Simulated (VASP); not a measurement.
# Si3Sn (Pm-3m) in VASP: notebook

The runs below take Si3Sn through single point, relaxation of cell and atoms, with LDA.

All numbers are computed with VASP 6.6.1; they aren't measurements. Logs are shortened: lines on timing, memory, paths and dates and some standing lists are left out, and cuts for length are marked.

## 1. The cell of the first run

Symmetry: Pm-3m, No. 221, cubic system. Conventional cell: a = 4.119 Å, b = 4.119 Å, c = 4.119 Å, α = 90.00°, β = 90.00°, γ = 90.00°. Si (site symmetry 4/mmm) has 8 Si at 2.91 Å and 4 Sn at 2.91 Å within 3.8 Å. Within 3.8 Å of Sn (site symmetry m-3m) lie 12 Si at 2.91 Å.

## 2. Single point, LDA

INCAR reads:

```
PREC = Accurate
ENCUT = 520
EDIFF = 1E-7
ISMEAR = 0
SIGMA = 0.1
LREAL = F
LASPH = T
NELM = 100
ALGO = Normal
ISIF = 2
LWAVE = F
LCHARG = F
GGA = CA
NBANDS = 21
```

KPOINTS reads:

```
regular mesh
0
Gamma
  6 6 6
```

POSCAR reads:

```
Si3Sn
1.0
    4.1190639834      0.0000000000      0.0000000000
    0.0000000000      4.1190639834      0.0000000000
    0.0000000000      0.0000000000      4.1190639834
Si Sn
3 1
Direct
    0.0000000000      0.5000000000      0.5000000000
    0.5000000000      0.0000000000      0.5000000000
    0.5000000000      0.5000000000      0.0000000000
    0.0000000000      0.0000000000      0.0000000000
```

Potentials or basis: VASP PAW LDA potentials, release 64 (Si, Sn_d).

Started as:

```
> cat potpaw_LDA.64/Si/POTCAR potpaw_LDA.64/Sn_d/POTCAR > POTCAR
> mpirun -np 1 vasp_std > vasp.out
```

OUTCAR:

```text
PREC = Accurate
   ENCUT = 520
   EDIFF = 1E-7
   ISMEAR = 0
   LREAL = F
   LASPH = T
   NELM = 100
   ISIF = 2
   GGA = CA

 ion  position               nearest neighbor table
   1  0.000  0.500  0.500-   2 2.91   3 2.91   4 2.91   3 2.91   4 2.91   2 2.91   4 2.91   4 2.91
                             2 2.91   3 2.91   3 2.91   2 2.91
   2  0.500  0.000  0.500-   1 2.91   3 2.91   4 2.91   3 2.91   4 2.91   1 2.91   3 2.91   3 2.91
                             1 2.91   4 2.91   4 2.91   1 2.91
   3  0.500  0.500  0.000-   1 2.91   2 2.91   4 2.91   1 2.91   2 2.91   2 2.91   4 2.91   2 2.91
                             1 2.91   4 2.91   1 2.91   4 2.91
   4  0.000  0.000  0.000-   1 2.91   2 2.91   3 2.91   1 2.91   2 2.91   1 2.91   3 2.91   1 2.91
                             2 2.91   3 2.91   2 2.91   3 2.91

  LATTYP: Found a simple cubic cell.
 ALAT       =     4.1190639834

  Lattice vectors:

 A1 = (   4.1190639834,   0.0000000000,   0.0000000000)
 A2 = (   0.0000000000,   4.1190639834,   0.0000000000)
 A3 = (   0.0000000000,   0.0000000000,   4.1190639834)

Analysis of symmetry for initial positions (statically):
=====================================================================
 Subroutine PRICEL returns:
 Original cell was already a primitive cell.

 Routine SETGRP: Setting up the symmetry group for a
 simple cubic supercell.

 Subroutine GETGRP returns: Found 48 space group operations
 (whereof 48 operations were pure point group operations)
 out of a pool of 48 trial point group operations.

The static configuration has the point symmetry O_h .

Analysis of symmetry for dynamics (positions and initial velocities):
=====================================================================
 Subroutine PRICEL returns:
 Original cell was already a primitive cell.

 Routine SETGRP: Setting up the symmetry group for a
 simple cubic supercell.

 Subroutine GETGRP returns: Found 48 space group operations
 (whereof 48 operations were pure point group operations)
 out of a pool of 48 trial point group operations.

The dynamic configuration has the point symmetry O_h .

 Subroutine INISYM returns: Found 48 space group operations
 (whereof 48 operations are pure point group operations),
 and found     1 'primitive' translations

----------------------------------------------------------------------------------------

                                     Primitive cell

  volume of cell :      69.8869

  direct lattice vectors                    reciprocal lattice vectors
[... 88 lines left out ...]
   EDIFFG = 0.1E-05   stopping-criterion for IOM
   NSW    =      0    number of steps for IOM
   IBRION =     -1    ionic relax: 0-MD 1-quasi-New 2-CG
   NFREE  =      0    steps in history (QN), initial steepest desc. (CG)
   ISIF   =      2    stress and relaxation
   ISYM   =      2    0-nonsym 1-usesym 2-fastsym
   POTIM  = 0.5000    time-step for ionic-motion
   TEBEG  =    0.0;   TEEND  =   0.0 temperature during run
   PSTRESS=    0.0 pullay stress
   NELECT =      26.0000    total number of electrons
   NUPDOWN=      -1.0000    fix difference up-down
   EMIN   =  10.00;   EMAX   =-10.00  energy-range for DOS
   EFERMI =   0.00;   METHOD = LEGACY
   ISMEAR =     0;   SIGMA  =   0.10  broadening in eV -4-tet -1-fermi 0-gaus
   EFERMI_NEDOS =   21; number of points for ismear=-14 and -15
   IALGO  =     38    algorithm
   IMIX   =      4    mixing-type and parameters
     AMIX     =   0.40;   BMIX     =  1.00
     AMIX_MAG =   1.60;   BMIX_MAG =  1.00
  volume/ion in A,a.u.               =      17.47       117.90
  Fermi-wavevector in a.u.,A,eV,Ry     =   1.177427  2.225015 18.862231  1.386335
  Thomas-Fermi vector in A             =   2.313774
   LORBIT       =      0    0 simple, 1 ext, 2 COOP (PROOUT), +10 PAW based schemes
   GGA     = CA    functional components
   LHFCALC =     F    Hartree Fock is set to
   AEXX    =    0.0000 exact exchange contribution
   IVDW    =     0    specifies the selected vdW correction
   LEPSILON=     F    determine dielectric tensor
   LRPA    =     F    only Hartree local field effects (RPA)
 non-spin polarized calculation
 Gauss-broadening in eV      SIGMA  =   0.10
  energy-cutoff  :      520.00
  volume of cell :       69.89
 maximum number of plane-waves:      1924
 NGX is ok and might be reduce to    32
   NGX = 15   NGY = 15   NGZ = 15

 number of electron      25.9999992 magnetization

 Free energy of the ion-electron system (eV)
  ---------------------------------------------------
  ext. energy  EPLUGINS =         0.00000000
  ---------------------------------------------------
  free energy    TOTEN  =       -20.14181861 eV

  energy without entropy =      -20.12791418  energy(sigma->0) =      -20.13486639

 E-fermi :   9.3728     XC(G=0): -11.1172

 val. band max:        9.3341215919   @ k =   0.5000   0.5000   0.0000
 cond. band min:       9.3886847295   @ k =   0.5000   0.1667   0.1667
 fundamental gap:      0.0545631377
 Fermi energy:         9.3727812526

 k-point     1 :       0.0000    0.0000    0.0000
  band No.  band energies     occupation
      1     -12.0815      2.00000
      2     -12.0815      2.00000
      3     -12.0622      2.00000
      4     -12.0622      2.00000
      5     -12.0622      2.00000
      6      -3.8878      2.00000
[... 469 lines left out ...]
     20      18.3990      0.00000
     21      18.3990      0.00000

------------------------ aborting loop because EDIFF is reached ----------------------------------------

  FORCE on cell =-STRESS in cart. coord.  units (eV):
  Direction    XX          YY          ZZ          XY          YZ          ZX
  --------------------------------------------------------------------------------------
  -------------------------------------------------------------------------------------
  Total        0.1474574      0.1474574      0.1474574     -0.0000000     -0.0000000      0.0000000
  in kB        3.3805052      3.3805052      3.3805052     -0.0000000     -0.0000000      0.0000000
  external PRESSURE =       3.3805052 kB  Pullay stress =       0.0000000 kB

 VOLUME and BASIS-vectors are now :
 -----------------------------------------------------------------------------
  energy-cutoff  :      520.00
  volume of cell :       69.89
      direct lattice vectors                 reciprocal lattice vectors
     4.119063983  0.000000000  0.000000000     0.242773602  0.000000000  0.000000000
     0.000000000  4.119063983  0.000000000     0.000000000  0.242773602  0.000000000
     0.000000000  0.000000000  4.119063983     0.000000000  0.000000000  0.242773602

 POSITION                                       TOTAL-FORCE (eV/Angst)
 -----------------------------------------------------------------------------------
      0.00000      2.05953      2.05953         0.000000      0.000000      0.000000
      2.05953      0.00000      2.05953         0.000000      0.000000      0.000000
      2.05953      2.05953      0.00000         0.000000      0.000000      0.000000
      0.00000      0.00000      0.00000         0.000000      0.000000      0.000000
 -----------------------------------------------------------------------------------
    total drift:                                0.000000      0.000000      0.000000

  FREE ENERGIE OF THE ION-ELECTRON SYSTEM (eV)
  ---------------------------------------------------
  free  energy   TOTEN  =       -20.1418186052 eV

  energy  without entropy=      -20.1279141784  energy(sigma->0) =      -20.13486639
```

It took 22 s on 1 thread of AMD EPYC 7R43 (Zen 3), shared host; peak memory 0.13 GiB.

Results:

| Property | Result |
| --- | --- |
| Free energy | -20.1418 eV |
| Pressure | 0.3 GPa |
| Band gap on the k mesh | zero (band 13 reaches 11.54 eV, above the bottom of band 14 at 8.47 eV) |

Levels at points of the mesh, in eV from the Fermi level:
```
           k point  band 11  band 12  band 13  band 14  band 15  band 16
(0.00, 0.00, 0.00)    -4.60    -4.15     2.17     2.17     2.17     3.30
(0.50, 0.00, 0.00)    -2.56    -2.42    -2.42    -0.90    -0.83     4.52
(0.50, 0.50, 0.00)    -0.37    -0.37    -0.37    -0.37    -0.33    -0.04
(0.50, 0.50, 0.50)    -6.14    -6.14    -5.85     6.41     6.41     6.41
```

Caveat: spin-orbit coupling is left out, which moves the levels of the heavy elements.

## 3. Relaxation of cell and atoms, LDA

This run uses another cell than the first one, of 9.75 Å³/atom, 0.558 times its volume.

INCAR reads:

```
SYSTEM = Si3Sn
  ALGO = Normal
  EDIFF = 1E-7
  EDIFFG = -0.05
  ENCUT = 600
  GGA = CA
  IBRION = 2
  ISIF = 3
  ISMEAR = 0
  LASPH = .TRUE.
  LCHARG = .FALSE.
  LREAL = .FALSE.
  LWAVE = .FALSE.
  NELM = 100
  NSW = 100
  PREC = Accurate
  SIGMA = 0.1
```

KPOINTS reads:

```
k-points
0
G
  6 6 6
  0 0 0
```

POSCAR reads:

```
Si3Sn
1.0
    3.3915564296      0.0000000000      0.0000000000
    0.0000000000      3.3915564296      0.0000000000
    0.0000000000      0.0000000000      3.3915564296
Si Sn
3 1
Direct
    0.0000000000      0.5000000000      0.5000000000
    0.5000000000      0.0000000000      0.5000000000
    0.5000000000      0.5000000000      0.0000000000
    0.0000000000      0.0000000000      0.0000000000
```

Potentials or basis: VASP PAW LDA potentials, release 64 (Si, Sn_d).

Started as:

```
> cat potpaw_LDA.64/Si/POTCAR potpaw_LDA.64/Sn_d/POTCAR > POTCAR
> mpirun -np 1 vasp_std > vasp.out
```

Run time: 55 s. Hardware: 1 thread of AMD EPYC 7R43 (Zen 3), shared host; peak memory 0.12 GiB.

It converged, with:

| Quantity | Value |
| --- | --- |
| Free energy | -20.1357 eV |
| Relaxed volume | 17.54 Å³/atom |
| Relaxed cell | a = 4.124 Å, b = 4.124 Å, c = 4.124 Å, α = 90.00°, β = 90.00°, γ = 90.00° |
| Space group after relaxing (to 0.05 Å) | Pm-3m (No. 221) |
| Energy gained by relaxing | 2366.1 meV/atom |
| Ionic steps | 5 |
| Pressure after relaxing | 0.0 GPa |
| Band gap on the k mesh | zero (band 13 reaches 11.49 eV, above the bottom of band 14 at 8.43 eV) |

Step by step:
```csv
step,energy change (eV),largest force (eV/Å),pressure (GPa),volume (Å³)
1,0.0000,0.0000,164.45,39.01
2,-5.4397,0.0000,-13.02,127.23
3,-9.4565,0.0000,-1.61,71.72
4,-9.4624,0.0000,-0.80,70.93
5,-9.4643,0.0000,0.04,70.16
```

Final structure:
```yaml
crystal:
  lattice:
    - [4.12448, 0.00000, 0.00000]
    - [0.00000, 4.12448, 0.00000]
    - [0.00000, 0.00000, 4.12448]
  atoms:
    - { symbol: Si, position: [0.00000, 0.50000, 0.50000] }
    - { symbol: Si, position: [0.50000, 0.00000, 0.50000] }
    - { symbol: Si, position: [0.50000, 0.50000, 0.00000] }
    - { symbol: Sn, position: [0.00000, 0.00000, 0.00000] }
```

Levels at points of the mesh, in eV from the Fermi level:
| k point | band 10 | band 11 | band 12 | band 13 | band 14 | band 15 | band 16 | band 17 |
| --- | --- | --- | --- | --- | --- | --- | --- | --- |
| (0.00, 0.00, 0.00) | -4.60 | -4.60 | -4.15 | 2.16 | 2.16 | 2.16 | 3.29 | 3.29 |
| (0.50, 0.00, 0.00) | -2.55 | -2.55 | -2.41 | -2.41 | -0.89 | -0.82 | 4.50 | 4.78 |
| (0.50, 0.50, 0.00) | -0.60 | -0.37 | -0.37 | -0.36 | -0.36 | -0.33 | -0.03 | 0.43 |
| (0.50, 0.50, 0.50) | -6.11 | -6.11 | -6.11 | -5.83 | 6.39 | 6.39 | 6.39 | 6.81 |

Caveat: the volume moved by over 15 % at a fixed basis, so the end points are rough; spin-orbit coupling is left out, which moves the levels of the heavy elements.

## 4. Single point, LDA

This run uses another cell than the first one, of 17.57 Å³/atom, 1.006 times its volume.

INCAR reads:

```
SYSTEM = Si3Sn
ALGO = Normal ; EDIFF = 1E-7
ENCUT = 520 ; GGA = CA
ISIF = 2 ; ISMEAR = -1
LASPH = .TRUE. ; LCHARG = .TRUE.
LELF = .TRUE. ; LREAL = .FALSE.
LVHAR = .TRUE. ; LWAVE = .FALSE.
NBANDS = 21 ; NELM = 100
PREC = Accurate ; SIGMA = 0.15
```

KPOINTS reads:

```
k-points
0
G
  10 10 10
  0 0 0
```

POSCAR reads:

```
Si3Sn
1.0
    4.1270619198      0.0000000000      0.0000000000
    0.0000000000      4.1270619198      0.0000000000
    0.0000000000      0.0000000000      4.1270619198
Si Sn
3 1
Direct
    0.0000000000      0.5000000000      0.5000000000
    0.5000000000      0.0000000000      0.5000000000
    0.5000000000      0.5000000000      0.0000000000
    0.0000000000      0.0000000000      0.0000000000
```

Started as:

```
> cat potpaw_LDA.64/Si/POTCAR potpaw_LDA.64/Sn_d/POTCAR > POTCAR
> mpirun -np 1 vasp_std > vasp.out
```

Run time: 60 s. Hardware: 1 thread of AMD EPYC 7R43 (Zen 3), shared host; peak memory 0.16 GiB.

Results (log left out):

| Property | Result |
| --- | --- |
| Free energy | -20.2189 eV |
| Pressure | 0.0 GPa |
| Band gap on the k mesh | zero (band 13 reaches 11.45 eV, above the bottom of band 14 at 8.42 eV) |

Levels at points of the mesh, in eV from the Fermi level:
```csv
k point,band 9,band 10,band 11,band 12,band 13,band 14,band 15,band 16,band 17,band 18
"(0.00, 0.00, 0.00)",-4.73,-4.68,-4.68,-4.22,2.09,2.09,2.09,3.21,3.21,3.21
"(0.50, 0.00, 0.00)",-3.17,-2.62,-2.62,-2.48,-2.48,-0.95,-0.89,4.42,4.42,4.70
"(0.50, 0.50, 0.00)",-8.65,-0.66,-0.45,-0.45,-0.43,-0.43,-0.40,-0.11,0.35,5.91
"(0.50, 0.50, 0.50)",-7.21,-6.18,-6.18,-6.18,-5.88,6.30,6.30,6.30,6.73,6.73
```

Caveat: spin-orbit coupling is left out, which moves the levels of the heavy elements.

## 5. Relaxation of cell and atoms, LDA

This run uses another cell than the first one, of 9.75 Å³/atom, 0.558 times its volume.

INCAR reads:

```
SYSTEM = Si3Sn
  ALGO = Normal
  EDIFF = 1E-7
  EDIFFG = -0.05
  ENCUT = 600
  GGA = CA
  IBRION = 2
  ISIF = 3
  ISMEAR = 0
  LASPH = .TRUE.
  LCHARG = .FALSE.
  LREAL = .FALSE.
  LWAVE = .FALSE.
  NELM = 100
  NSW = 100
  PREC = Accurate
  SIGMA = 0.1
```

KPOINTS reads:

```
k-points
0
G
  6 6 6
  0 0 0
```

POSCAR reads:

```
Si3Sn
1.0
    3.3915564296      0.0000000000      0.0000000000
    0.0000000000      3.3915564296      0.0000000000
    0.0000000000      0.0000000000      3.3915564296
Si Sn
3 1
Direct
    0.0000000000      0.5000000000      0.5000000000
    0.5000000000      0.0000000000      0.5000000000
    0.5000000000      0.5000000000      0.0000000000
    0.0000000000      0.0000000000      0.0000000000
```

Started as:

```
> cat potpaw_LDA.64/Si/POTCAR potpaw_LDA.64/Sn_d/POTCAR > POTCAR
> mpirun -np 1 vasp_std > vasp.out
```

Wall time 38 s (1 thread of Intel Xeon Platinum 8488C (Sapphire Rapids), shared host); peak memory 0.15 GiB.

It converged, with:

```
Free energy                            : -20.1357 eV
Relaxed volume                         : 17.54 Å³/atom
Relaxed cell                           : a = 4.124 Å, b = 4.124 Å, c = 4.124 Å, α = 90.00°, β = 90.00°, γ = 90.00°
Space group after relaxing (to 0.05 Å) : Pm-3m (No. 221)
Energy gained by relaxing              : 2366.1 meV/atom
Ionic steps                            : 5
Pressure after relaxing                : 0.0 GPa
Band gap on the k mesh                 : zero (band 13 reaches 11.49 eV, above the bottom of band 14 at 8.43 eV)
```

Step by step:
| step | energy change (eV) | largest force (eV/Å) | pressure (GPa) | volume (Å³) |
| --- | --- | --- | --- | --- |
| 1 | 0.0000 | 0.0000 | 164.45 | 39.01 |
| 2 | -5.4397 | 0.0000 | -13.02 | 127.23 |
| 3 | -9.4565 | 0.0000 | -1.61 | 71.72 |
| 4 | -9.4624 | 0.0000 | -0.80 | 70.93 |
| 5 | -9.4643 | 0.0000 | 0.04 | 70.16 |

Final structure:
```yaml
crystal:
  lattice:
    - [4.12448, 0.00000, 0.00000]
    - [0.00000, 4.12448, 0.00000]
    - [0.00000, 0.00000, 4.12448]
  atoms:
    - { symbol: Si, position: [0.00000, 0.50000, 0.50000] }
    - { symbol: Si, position: [0.50000, 0.00000, 0.50000] }
    - { symbol: Si, position: [0.50000, 0.50000, 0.00000] }
    - { symbol: Sn, position: [0.00000, 0.00000, 0.00000] }
```

Levels at points of the mesh, in eV from the Fermi level:
| k point | band 10 | band 11 | band 12 | band 13 | band 14 | band 15 | band 16 | band 17 |
| --- | --- | --- | --- | --- | --- | --- | --- | --- |
| (0.00, 0.00, 0.00) | -4.60 | -4.60 | -4.15 | 2.16 | 2.16 | 2.16 | 3.29 | 3.29 |
| (0.50, 0.00, 0.00) | -2.55 | -2.55 | -2.41 | -2.41 | -0.89 | -0.82 | 4.50 | 4.78 |
| (0.50, 0.50, 0.00) | -0.60 | -0.37 | -0.37 | -0.36 | -0.36 | -0.33 | -0.03 | 0.43 |
| (0.50, 0.50, 0.50) | -6.11 | -6.11 | -6.11 | -5.83 | 6.39 | 6.39 | 6.39 | 6.81 |

Caveat: the volume moved by over 15 % at a fixed basis, so the end points are rough; spin-orbit coupling is left out, which moves the levels of the heavy elements.

## 6. Overview

```csv
task,cell,k mesh,cutoff (eV),smearing,gap on the mesh (eV),pressure (GPa)
single point,"a = 4.119 Å, 4 atoms",6 × 6 × 6,520,gaussian 0.1 eV,none,0.3
relaxation of cell and atoms,"relaxed from a = 3.392 Å, 4 atoms",6 × 6 × 6,600,gaussian 0.1 eV,none,0.0
single point,"a = 4.127 Å, 4 atoms",10 × 10 × 10,520,fermi-dirac 0.15 eV,none,0.0
```

Alike in all rows: level LDA; potentials or basis VASP PAW LDA potentials, release 64 (Si, Sn_d); no spin polarisation.

Caveats: spin-orbit coupling is left out, which moves the levels of the heavy elements; the volume moved by over 15 % at a fixed basis, so the end points are rough (some runs).

Total energies depend on the potentials used, so only differences within one code and one set of settings carry meaning.
